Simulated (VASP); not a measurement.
A run of VASP 6.6.1 is set up as follows.

INCAR

```
PREC = Accurate
ENCUT = 520
EDIFF = 1E-6
ISMEAR = 0
SIGMA = 0.1
LREAL = F
LASPH = T
NELM = 100
ALGO = Fast
ISIF = 2
LWAVE = F
LCHARG = T
GGA = PE
LELF = T
LVHAR = T
NBANDS = 33
```

The input KPOINTS:

```
regular mesh
0
Gamma
  12 12 6
```

POSCAR

```
HfTe2W2
1.0
    4.5788914956      0.0000000000      0.0000000000
   -2.2894457478      3.9654363563      0.0000000000
    0.0000000000      0.0000000000      7.4701476250
Hf Te W
1 2 2
Direct
    0.0000000000      0.0000000000      0.0000000000
    0.6666666667      0.3333333333      0.2725208602
    0.3333333333      0.6666666667      0.7274791398
    0.6666666667      0.3333333333      0.9061361465
    0.3333333333      0.6666666667      0.0938638535
```

Potentials or basis: VASP PAW PBE potentials, release 64 (Hf_pv, Te, W_sv).

Command:

```sh
$ cat potpaw_PBE.64/Hf_pv/POTCAR potpaw_PBE.64/Te/POTCAR potpaw_PBE.64/W_sv/POTCAR > POTCAR
$ mpirun -np 1 vasp_std > vasp.out
```

**Question.** Predict the largest force.

**Answer.** 0.020 eV/Å.

**Question.** Predict the band gap on the k mesh.

**Answer.** Zero (band 25 reaches 6.62 eV, above the bottom of band 26 at 6.16 eV).

**Question.** What does it give for the pressure?

**Answer.** -0.1 GPa.

Forces on the atoms (eV/Å):
```
Hf   0.000  0.000  0.000
Te   0.000  0.000 -0.006
Te   0.000  0.000  0.006
W    0.000  0.000  0.020
W    0.000  0.000 -0.020
```

Caveat: spin-orbit coupling is left out, which moves the levels of the heavy elements; this functional lacks dispersion, which binds the layers, so the pressure and a relaxed spacing across them are unreliable.
